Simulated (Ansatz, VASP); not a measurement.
**HfZrSe3 in VASP and in Ansatz**

```
Zr Hf Se
1.0
     5.08494    0.00000    0.00000
     0.00000    5.08494    0.00000
     0.00000    0.00000    5.08494
Zr Hf Se
1 1 3
Direct
  0.50000 0.50000 0.50000
  0.00000 0.00000 0.00000
  0.50000 0.00000 0.00000
  0.00000 0.50000 0.00000
  0.00000 0.00000 0.50000
```

Alike in both runs: functional PBE; k mesh 3 × 3 × 3; occupations gaussian, width 0.15 eV; no spin polarisation.

Ansatz relaxed the structure, and its values are those at the end. VASP's run is a single point on that final structure, the one shown.

|  | VASP | Ansatz |
| --- | --- | --- |
| version | VASP 6.6.1 | Ansatz 0.2.0 |
| potentials or method | VASP PAW PBE potentials, release 64 (Zr_sv, Hf_pv, Se), cutoff 500 eV | scalar-relativistic, plane waves, PAW |
| valence electrons in the cell | 40 | 86 |

Ansatz gave:

- gap on the k mesh at the Fermi level (eV): none
- pressure (GPa): -0.2

Task: What did VASP give for the same quantities?

Result: gap on the k mesh at the Fermi level (eV): none; pressure (GPa): -0.4.

A gap of «none» marks a metal or a gap that the smearing closes. VASP's potentials hold 40 valence electrons a cell and Ansatz's 86, so a difference there can come from the potentials and not from the codes.

The k mesh is coarse, so the values compare programs but aren't converged. Neither program's run includes spin-orbit coupling.
